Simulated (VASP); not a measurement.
Set up this calculation in VASP 6.6.1, as the native input.

| Item | Value |
| --- | --- |
| Task | single point |
| Functional | LDA |
| Potentials or basis | VASP PAW LDA potentials, release 64 (Al, P) |
| Cutoff | 500 eV |
| k mesh | 8 × 8 × 8 |
| Occupations | gaussian, width 0.02 eV |
| Spin | no spin polarisation |
| Dipole correction | no |
| Further INCAR settings | ALGO = Normal; EDIFF = 1e-06; NBANDS = 11 |

The structure of AlP (l.bA) lies in POSCAR:

```
AlP
1.0
    0.0000000000      2.7168541446      2.7168541446
    2.7168541446      0.0000000000      2.7168541446
    2.7168541446      2.7168541446      0.0000000000
Al P
1 1
Direct
    0.0000000000      0.0000000000      0.0000000000
    0.2500000000      0.2500000000      0.2500000000
```

One way to write it, as run:

INCAR

```
PREC     = Accurate       # precision mode
ENCUT    = 500            # plane-wave cutoff, eV
EDIFF    = 1E-6           # SCF threshold, eV
ISMEAR   = 0              # smearing method
SIGMA    = 0.02           # smearing width, eV
LREAL    = False          # projectors in reciprocal space
LASPH    = True           # aspherical terms in the spheres
NELM     = 120            # most SCF steps
ALGO     = Normal         # electronic algorithm
ISIF     = 2              # what is computed and relaxed
LWAVE    = False          # write WAVECAR
LCHARG   = False          # write CHGCAR
NBANDS   = 11             # bands
GGA_COMPAT= False
```

KPOINTS

```
Automatic mesh
0
Gamma
  8 8 8
```

Potentials or basis: VASP PAW LDA potentials, release 64 (Al, P).

Command:

```sh
$ cat potpaw_LDA.64/Al/POTCAR potpaw_LDA.64/P/POTCAR > POTCAR
$ mpirun -np 1 vasp_std > vasp.out
```

It gave:

The pressure is 0.1 GPa and the band gap on the k mesh is 1.41 eV, indirect (least direct gap 3.24 eV).

Run time: 8.9 s on 1 thread of AMD EPYC 7R43 64-Core Processor (Zen 3), with other jobs on the host, peak memory 0.1 GiB.
